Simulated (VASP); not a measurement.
A run of VASP 6.6.1 is set up as follows.

File INCAR:

```
  PREC = Accurate
  ENCUT = 520
  EDIFF = 1E-6
  ISMEAR = -1
  SIGMA = 0.08
  LREAL = F
  LASPH = T
  NELM = 80
  ALGO = Normal
  ISIF = 2
  LWAVE = F
  LCHARG = T
  GGA = PE
  LELF = T
  LVHAR = T
  NBANDS = 12
```

Contents of KPOINTS:

```
Automatic mesh
0
Gamma
  12 12 12
```

POSCAR

```
Hg
1.0
    3.1006104641      0.0000000000      0.0000000000
    0.0000000000      3.1006104641      0.0000000000
    0.0000000000      0.0000000000      3.1006104641
Hg
1
Direct
    0.0000000000      0.0000000000      0.0000000000
```

Potentials or basis: VASP PAW PBE potentials, release 64 (Hg).

Command:

```bash
$ cat potpaw_PBE.64/Hg/POTCAR > POTCAR
$ mpirun -np 1 vasp_std > vasp.out
```

Problem. Estimate the pressure.

Solution. 0.1 GPa.

Problem. Estimate the band gap on the k mesh.

Solution. Zero (bands 6 and 7 overlap by 4.97 eV).

Caveat: spin-orbit coupling is left out, which moves the levels of the heavy elements.
